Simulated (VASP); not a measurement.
Cu2H3:

```
Cu H
1.0
     2.84286    0.00000    0.00000
     0.00000    2.84286    0.00000
     0.00000    0.00000    4.47479
Cu H
2 3
Direct
  0.00000 0.00000 0.72944
  0.50000 0.50000 0.32738
  0.50000 0.00000 0.92756
  0.00000 0.50000 0.92756
  0.00000 0.00000 0.35807
```

The cell was generated, and may not be a known phase.

```yaml
Program: VASP 6.6.1
Task: relaxation of cell and atoms
Functional: PBE
Potentials_or_basis: VASP PAW PBE potentials, release 64 (Cu, H)
Cutoff: 600 eV
k_mesh: 14 × 14 × 8
Occupations: gaussian, width 0.1 eV
Spin: no spin polarisation
```

At the start: pressure 0.3 GPa; volume 7.23 Å³/atom.

How do energy, volume and symmetry change on relaxing?

Over 19 steps the energy falls by 9.6 meV/atom and the volume is 7.66 Å³/atom (+6.0 %); space group P4mm (No. 99, to 0.1 Å) before and after.

The path:
| step | energy change (eV) | largest force (eV/Å) | pressure (GPa) | volume (Å³) |
| --- | --- | --- | --- | --- |
| 1 | 0.0000 | 0.1289 | 0.32 | 36.16 |
| 2 | -0.0076 | 0.0568 | 0.19 | 36.24 |
| 3 | -0.0170 | 0.2077 | 0.02 | 36.42 |
| 4 | -0.0174 | 0.2612 | 0.02 | 36.46 |
| 5 | -0.0244 | 0.1621 | -0.06 | 36.54 |
| 6 | -0.0286 | 0.1593 | -0.09 | 36.65 |
| 7 | -0.0325 | 0.1326 | 0.40 | 36.65 |
| 8 | -0.0380 | 0.0761 | 1.70 | 36.64 |
| 9 | -0.0405 | 0.0579 | 1.34 | 36.84 |
| 10 | -0.0452 | 0.0188 | 0.36 | 37.45 |
| 11 | -0.0429 | 0.1161 | -1.30 | 38.69 |
| 12 | -0.0462 | 0.0395 | -0.27 | 37.89 |
| 13 | -0.0466 | 0.0398 | -0.19 | 37.95 |
| 14 | -0.0472 | 0.0483 | 0.11 | 38.11 |
| 15 | -0.0478 | 0.0275 | 0.02 | 38.20 |
| 16 | -0.0480 | 0.0270 | -0.09 | 38.31 |
| 17 | -0.0481 | 0.0124 | 0.05 | 38.29 |
| 18 | -0.0481 | 0.0109 | 0.07 | 38.29 |
| 19 | -0.0481 | 0.0043 | -0.05 | 38.32 |

Final structure:
```
Cu H
1.0
     2.78759    0.00000    0.00000
     0.00000    2.78759    0.00000
     0.00000    0.00000    4.93190
Cu H
2 3
Cartesian
  0.0000 2.7876 3.5879
  1.3938 1.3938 1.8137
  1.3938 2.7876 4.4564
  2.7876 1.3938 4.4564
  0.0000 0.0000 1.8128
```

Caveat: an odd number of electrons without spin polarisation forces a metal; a magnetic or distorted state may lie lower.
